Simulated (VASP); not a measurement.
**BaTiO3 (Barioperovskite): single point with PBEsol**

The system is BaTiO3 (Barioperovskite).

```
CELL_PARAMETERS angstrom
3.98550 0.00000 0.00000
0.00000 2.83690 2.84515
0.00000 -2.83690 2.84515
ATOMIC_POSITIONS crystal
Ba 0.00000 0.00000 0.00000
Ti 0.50000 0.51240 0.51240
O 0.00000 0.48740 0.48740
O 0.50000 0.50524 0.99184
O 0.50000 0.99184 0.50524
```

```
Program                : VASP 6.6.1
Task                   : single point
Functional             : PBEsol
Potentials or basis    : VASP PAW PBE potentials, release 64 (Ba_sv, Ti_sv, O)
Cutoff                 : 520 eV
k mesh                 : 6 × 6 × 6
Occupations            : gaussian, width 0.01 eV
Spin                   : no spin polarisation
Dipole correction      : no
Further INCAR settings : ALGO = Normal; EDIFF = 1e-07; NBANDS = 28
```

* Pressure: -2.1 GPa
* Largest force: 0.278 eV/Å
* Band gap on the k mesh: 1.80 eV, indirect (least direct gap 2.01 eV)

Forces on the atoms (eV/Å):
```
Ba   0.000  0.000  0.154
Ti   0.000  0.000  0.182
O    0.000  0.000  0.220
O    0.000  0.009 -0.278
O    0.000 -0.009 -0.278
```

Stress tensor (GPa, compression positive):
```
-2.02  0.00  0.00
 0.00 -1.87  0.00
 0.00  0.00 -2.49
```

Levels at points of the mesh, in eV from the valence-band top:
| k point | band 17 | band 18 | band 19 | band 20 | band 21 | band 22 | band 23 | band 24 |
| --- | --- | --- | --- | --- | --- | --- | --- | --- |
| (0.00, 0.00, 0.00) | -1.11 | -0.36 | -0.25 | -0.21 | 1.80 | 1.87 | 2.03 | 4.04 |
| (0.50, 0.00, 0.00) | -1.84 | -1.76 | -0.84 | -0.79 | 2.01 | 3.51 | 3.59 | 4.02 |
| (0.00, 0.50, 0.00) | -1.87 | -1.71 | -0.83 | -0.75 | 2.06 | 3.53 | 3.56 | 4.07 |
| (0.50, 0.50, 0.00) | -1.74 | -0.90 | -0.89 | -0.09 | 3.55 | 3.57 | 3.95 | 4.78 |
| (0.00, 0.50, 0.50) | -1.68 | -0.92 | -0.88 | -0.14 | 3.54 | 3.60 | 3.94 | 4.90 |
| (0.50, 0.50, 0.50) | -2.41 | -0.05 | -0.01 | 0.00 | 4.16 | 4.21 | 4.22 | 6.52 |

Run time: 52 s on 1 thread of Intel(R) Xeon(R) 6975P-C (Granite Rapids), with other jobs on the host, peak memory 0.23 GiB.

Caveat: the PAW data sets were made with another functional, which shifts forces and pressure a little; spin-orbit coupling is left out, which moves the levels of the heavy elements. A k mesh can miss the band edges.
